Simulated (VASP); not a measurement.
Runs of VASP 6.6.1 on BeTe. The structure is that of space group Fm-3m (No. 225), or close to it. The cells are those of the table. 

```csv
task,cell,k mesh,cutoff (eV),gap on the mesh (eV),pressure (GPa),relaxed volume (Å³/atom)
single point,"a = 3.791 Å, angles 60.0°, 2 atoms",14 × 14 × 14,520,none,0.1,-
single point,"a = 3.785 Å, angles 60.0°, 2 atoms",8 × 8 × 8,600,none,(a),-
relaxation of cell and atoms,"relaxed from a = 3.258 Å, angles 60.0°, 2 atoms",8 × 8 × 8,600,none,-0.2,19.30
relaxation of cell and atoms,"relaxed from a = 3.785 Å, angles 60.0°, 2 atoms",14 × 14 × 14,600,none,-0.1,19.30
single point,"a = 3.258 Å, angles 60.0°, 2 atoms",6 × 6 × 6,600,none,76.6,-
```

Alike in all rows: level PBE; potentials or basis VASP PAW PBE potentials, release 64 (Be, Te); no spin polarisation; smearing gaussian 0.1 eV.

Question: Fill in the values left out.

Answer: (a) 0.3.

Caveats: some runs use coarse meshes; spin-orbit coupling is left out, which moves the levels of the heavy elements; the volume moved by over 15 % at a fixed basis, so the end points are rough (at least some runs).

A k mesh can miss the band edges, and the runs leave out spin-orbit coupling on Te.

A gap of «none» marks levels without a gap at the run's occupations.
